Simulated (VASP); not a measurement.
Write the native input for VASP 6.6.1 that does the following.

| Quantity | Value |
| --- | --- |
| Task | single point |
| Functional | PBEsol |
| Potentials or basis | VASP PAW PBE potentials, release 64 (S, C_h) |
| Cutoff | 910 eV |
| k mesh | 6 × 6 × 3 |
| Occupations | fermi-dirac, width 0.05 eV |
| Spin | no spin polarisation |
| Dipole correction | no |
| Second run | hard_potentials |
| Further INCAR settings | ALGO = Normal; EDIFF = 1e-06; NBANDS = 25 |

The structure of CS2 lies in POSCAR:

```
CS2
1.0
    3.0923110680     -2.8213878318      0.0000000000
    3.0923110680      2.8213878318      0.0000000000
    0.0000000000      0.0000000000      9.4649539865
S C
4 2
Direct
    0.1757677872      0.8242322128      0.8729555891
    0.3242322128      0.6757677872      0.3729555891
    0.6757677872      0.3242322128      0.6270444109
    0.8242322128      0.1757677872      0.1270444109
    0.5000000000      0.5000000000      0.5000000000
    0.0000000000      0.0000000000      0.0000000000
```

The input as run:

INCAR

```
  ALGO = Normal
  EDIFF = 1E-6
  ENCUT = 910
  GGA = PS
  GGA_COMPAT = False
  ISIF = 2
  ISMEAR = -1
  LASPH = True
  LCHARG = False
  LREAL = False
  LWAVE = False
  NBANDS = 25
  NELM = 120
  PREC = Accurate
  SIGMA = 0.05
```

KPOINTS

```
k-points
0
Gamma
  6 6 3
```

Potentials or basis: VASP PAW PBE potentials, release 64 (S, C_h).

The run is started by

```bash
$ cat potpaw_PBE.64/S/POTCAR potpaw_PBE.64/C_h/POTCAR > POTCAR
$ mpirun -np 1 vasp_std > vasp.out
```

It gave:

The pressure is -0.5 GPa. The largest force is 0.225 eV/Å and the band gap on the k mesh is 2.93 eV, direct.

Caveat: the cutoff is under 1.25 times the usual one of these potentials, so pressure, stress and relaxed cells hold a basis-set (Pulay) error; the PAW data sets were made with another functional, which shifts forces and pressure a little.

Run time: 110 s on 1 thread of Intel(R) Xeon(R) 6975P-C (Granite Rapids), on a shared host, peak memory 0.52 GiB.
